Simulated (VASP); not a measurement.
Te2Mo: single point with PBE+D3(BJ)

Slab: Te2Mo, a slab with vacuum.

```
Te Mo
1.0
     3.22400    0.00000    0.00000
    -1.61200    2.79207    0.00000
     0.00000    0.00000   33.26988
Te Mo
2 1
Cartesian
  0.0000 1.8614 15.0069
  0.0000 1.8614 18.2629
  1.6120 0.9307 16.6349
```

```yaml
Program: VASP 6.6.1
Task: single point
Functional: PBE
Dispersion: D3(BJ)
Potentials_or_basis: VASP PAW PBE potentials, release 64 (Te, Mo_sv)
Cutoff: 520 eV
k_mesh: 9 × 9 × 1
Occupations: gaussian, width 0.02 eV
Spin: no spin polarisation
```

```yaml
Largest_force: 6.521 eV/Å
Band_gap_on_the_k_mesh: 1.38 eV, indirect (least direct gap 1.63 eV)
Dispersion_energy_per_atom: -0.495 eV
```

Forces in eV/Å, atoms in the order of the input:
```
Te   0.000  0.000 -6.521
Te   0.000  0.000  6.521
Mo   0.000  0.000  0.000
```

Levels at points of the mesh, in eV from the valence-band top:
```tsv
k point	band 9	band 10	band 11	band 12	band 13	band 14	band 15	band 16	band 17	band 18
(0.00, 0.00, 0.00)	-2.44	-1.97	-1.18	-1.18	-0.87	4.44	4.56	4.57	4.57	5.09
```

It took 110 s on 1 thread of Intel(R) Xeon(R) Platinum 8488C (Sapphire Rapids) (shared host), peak memory 0.4 GiB.

Caveat: spin-orbit coupling is left out, which moves the levels of the heavy elements.
